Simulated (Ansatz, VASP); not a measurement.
## Two plane-wave programs on KNbO3

```
K Nb O
1.0
     4.02918    0.00000    0.00000
     0.00000    4.02918    0.00000
     0.00000    0.00000    4.02918
K Nb O
1 1 3
Cartesian
  0.0000 0.0000 0.0000
  2.0146 2.0146 2.0146
  0.0000 2.0146 2.0146
  2.0146 0.0000 2.0146
  2.0146 2.0146 0.0000
```

Alike in both runs: task single point; functional PBEsol; k mesh 6 × 6 × 6; no spin polarisation.

|  | VASP | Ansatz |
| --- | --- | --- |
| version | VASP 6.6.1 | Ansatz 0.2.0 |
| potentials or method | VASP PAW PBE potentials, release 64 (K_sv, Nb_sv, O), cutoff 600 eV | plane waves, PAW |
| occupations | gaussian, width 0.01 eV | fixed |
| valence electrons in the cell | 40 | 40 |

Ansatz gave:

```
pressure (GPa) : -5.7
```

Question: What did VASP give for the same quantities?

Answer: Pressure (GPa): -5.9.

VASP's potentials were made for PBE, not for PBEsol.
